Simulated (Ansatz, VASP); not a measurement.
GaN: VASP beside Ansatz

```
CELL_PARAMETERS angstrom
3.12188 0.00000 0.00000
-1.56094 2.78724 0.00000
0.00000 0.00000 5.24303
ATOMIC_POSITIONS crystal
Ga 0.33333 0.66667 0.99913
Ga 0.66667 0.33333 0.49913
N 0.33333 0.66667 0.37587
N 0.66667 0.33333 0.87587
```

Alike in both runs: task single point; functional PBE; k mesh 12 × 12 × 6; occupations gaussian, width 0.05 eV; no spin polarisation.

|  | VASP | Ansatz |
| --- | --- | --- |
| version | VASP 6.6.1 | Ansatz 0.2.0 |
| potentials or method | VASP PAW PBE potentials, release 64 (Ga_d, N), cutoff 520 eV | scalar-relativistic, plane waves, PAW |
| valence electrons in the cell | 36 | 36 |

```tsv
	VASP	Ansatz	Ansatz less VASP
gap on the k mesh at the Fermi level (eV)	1.80	1.79	-0.007
pressure (GPa)	5.9	5.8	-0.07
traceless stress, the component that is largest in VASP (GPa)	6.73	6.76	+0.030
rms of the force components (eV/Å)	0.183	0.186	+0.0035
```

Atom by atom the forces differ by 0.003 eV/Å (rms over components). The functional is the same, so the differences come from potentials, cutoffs and numerics. Ansatz's warnings: stress scf threshold loose.
